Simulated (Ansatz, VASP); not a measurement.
## Two plane-wave programs on H

```
H
1.0
     2.62348   -2.56690    0.00000
     2.62348    2.56690    0.00000
     0.00000    0.00000    4.14182
H
4
Direct
  0.89612 0.98953 0.06851
  0.45330 0.54670 0.43149
  0.54670 0.45330 0.56851
  0.04670 0.95330 0.93149
```

Alike in both runs: task single point; functional LDA; k mesh 6 × 6 × 6; occupations gaussian, width 0.05 eV; no spin polarisation.

|  | VASP | Ansatz |
| --- | --- | --- |
| version | VASP 6.6.1 | Ansatz 0.2.0 |
| potentials or method | VASP PAW LDA potentials, release 64 (H), cutoff 520 eV | scalar-relativistic, plane waves, PAW |
| valence electrons in the cell | 4 | 4 |

Ansatz gave:

```
gap on the k mesh at the Fermi level (eV)                     : 8.04
least direct gap on the mesh (eV)                             : 8.57
pressure (GPa)                                                : -0.6
traceless stress, the component that is largest in VASP (GPa) : -1.85
rms of the force components (eV/Å)                            : 0.528
```

Estimate VASP's values.

gap on the k mesh at the Fermi level (eV): 8.03; least direct gap on the mesh (eV): 8.57; pressure (GPa): -0.8; traceless stress, the component that is largest in VASP (GPa): -1.83; rms of the force components (eV/Å): 0.525.

LDA's correlation is that of Perdew and Zunger in VASP and of Perdew and Wang (1992) in Ansatz. Atom by atom the forces differ by 0.010 eV/Å (rms over components).
